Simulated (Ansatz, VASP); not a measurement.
# One calculation of Al3GaN4, two programs

```xyz
8
Lattice="5.0381 0.0000 0.0001 0.0000 3.1249 0.0000 -0.0033 0.0000 5.4104" Properties=species:S:1:pos:R:3 pbc="T T T"
Al    2.5196    1.5625    0.9049
Al    0.0006    1.5625    4.5171
Al    0.0040    0.0000    1.7943
Ga    2.4082    0.1061    3.6045
N     0.5556    0.0000    3.6050
N     0.6175    1.5625    0.9043
N     3.1481    1.5625    4.5485
N     3.1397    0.0000    1.7631
```

Change from the starting cell: all Ga atoms moved -0.150 Å, as atom 4 along Cartesian [1 -1 0].

Alike in both runs: task single point; functional r2SCAN; k mesh 6 × 8 × 4; occupations gaussian, width 0.05 eV; no spin polarisation.

|  | VASP | Ansatz |
| --- | --- | --- |
| version | VASP 6.6.1 | Ansatz 0.2.0 |
| potentials or method | VASP PAW PBE potentials, release 64 (Al, Ga_d, N), cutoff 520 eV | scalar-relativistic, plane waves, PAW |
| valence electrons in the cell | 42 | 42 |

|  | VASP | Ansatz | Ansatz less VASP |
| --- | --- | --- | --- |
| gap on the k mesh at the Fermi level (eV) | 3.93 | 3.92 | -0.017 |
| least direct gap on the mesh (eV) | 3.93 | 3.92 | -0.017 |
| pressure (GPa) | 0.7 | 0.6 | -0.01 |
| traceless stress, the component that is largest in VASP (GPa) | 2.59 | 2.50 | -0.097 |
| rms of the force components (eV/Å) | 0.621 | 0.609 | -0.0120 |

VASP's potentials were made for PBE, not for r2SCAN. Atom by atom the forces differ by 0.031 eV/Å (rms over components).
